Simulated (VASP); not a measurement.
**W: single point with PBEsol**

W:

```
W
1.0
     0.00000    2.00454    2.00454
     2.00454    0.00000    2.00454
     2.00454    2.00454    0.00000
W
1
Direct
  0.00000 0.00000 0.00000
```

This cell differs from its parent crystal: Mo replaced by W, lengths x 1.031, strained.

```yaml
Program: VASP 6.6.1
Task: single point
Functional: PBEsol
Potentials_or_basis: VASP PAW PBE potentials, release 64 (W_sv)
Cutoff: 520 eV
k_mesh: 18 × 18 × 18
Occupations: gaussian, width 0.1 eV
Spin: no spin polarisation
```

| Quantity | Value |
| --- | --- |
| Pressure | -1.8 GPa |
| Band gap on the k mesh | zero (band 7 reaches 13.74 eV, above the bottom of band 8 at 9.99 eV) |

Levels at points of the mesh, in eV from the Fermi level:
| k point | band 3 | band 4 | band 5 | band 6 | band 7 | band 8 | band 9 | band 10 | band 11 | band 12 |
| --- | --- | --- | --- | --- | --- | --- | --- | --- | --- | --- |
| (0.00, 0.00, 0.00) | -37.18 | -37.18 | -9.09 | -0.57 | -0.57 | -0.57 | 2.63 | 2.63 | 12.86 | 18.14 |
| (0.50, 0.00, 0.00) | -37.35 | -37.35 | -5.70 | -0.81 | -0.81 | 0.72 | 5.19 | 5.19 | 10.57 | 12.49 |
| (0.50, 0.50, 0.00) | -37.63 | -37.63 | -5.62 | -4.62 | 3.18 | 5.15 | 5.95 | 5.95 | 11.91 | 11.91 |

It took 30 s on 1 thread of Intel(R) Xeon(R) Platinum 8488C (Sapphire Rapids) (shared host), peak memory 0.16 GiB.

Caveat: the cell differs from its parent crystal (Mo replaced by W, lengths x 1.031, strained); the PAW data sets were made with another functional, which shifts forces and pressure a little; spin-orbit coupling is left out, which moves the levels of the heavy elements.
